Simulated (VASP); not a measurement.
Write the native input for VASP 6.6.1 that does the following.

* Task: single point
* Functional: PBE
* Potentials or basis: VASP PAW PBE potentials, release 64 (Pd)
* Cutoff: 500 eV
* k mesh: 18 × 18 × 18
* Occupations: gaussian, width 0.1 eV
* Spin: no spin polarisation
* Dipole correction: no
* Further INCAR settings: ALGO = Normal; EDIFF = 1e-06; NBANDS = 11

The structure of Pd lies in POSCAR:

```
Pd
1.0
    0.0000000000      1.9710069640      1.9710069640
    1.9710069640      0.0000000000      1.9710069640
    1.9710069640      1.9710069640      0.0000000000
Pd
1
Direct
    0.0000000000      0.0000000000      0.0000000000
```

The input as run:

INCAR

```
SYSTEM = Pd
PREC = Accurate
ENCUT = 500
EDIFF = 1E-6
ISMEAR = 0
SIGMA = 0.1
LREAL = .False.
LASPH = .True.
NELM = 120
ALGO = Normal
ISIF = 2
LWAVE = .False.
LCHARG = .True.
GGA = PE
LELF = .True.
LVHAR = .True.
NBANDS = 11
GGA_COMPAT = .False.
```

KPOINTS

```
regular mesh
0
Gamma
  18 18 18
  0 0 0
```

Potentials or basis: VASP PAW PBE potentials, release 64 (Pd).

Launch:

```console
$ cat potpaw_PBE.64/Pd/POTCAR > POTCAR
$ mpirun -np 1 vasp_std > vasp.out
```

Results of the run:

```
Pressure               : -0.2 GPa
Band gap on the k mesh : zero (bands 5 and 6 overlap by 1.48 eV)
```

Wall time 12 s on 1 thread of AMD EPYC 9R45 96-Core Processor (Zen 5) (shared host), peak memory 0.12 GiB.
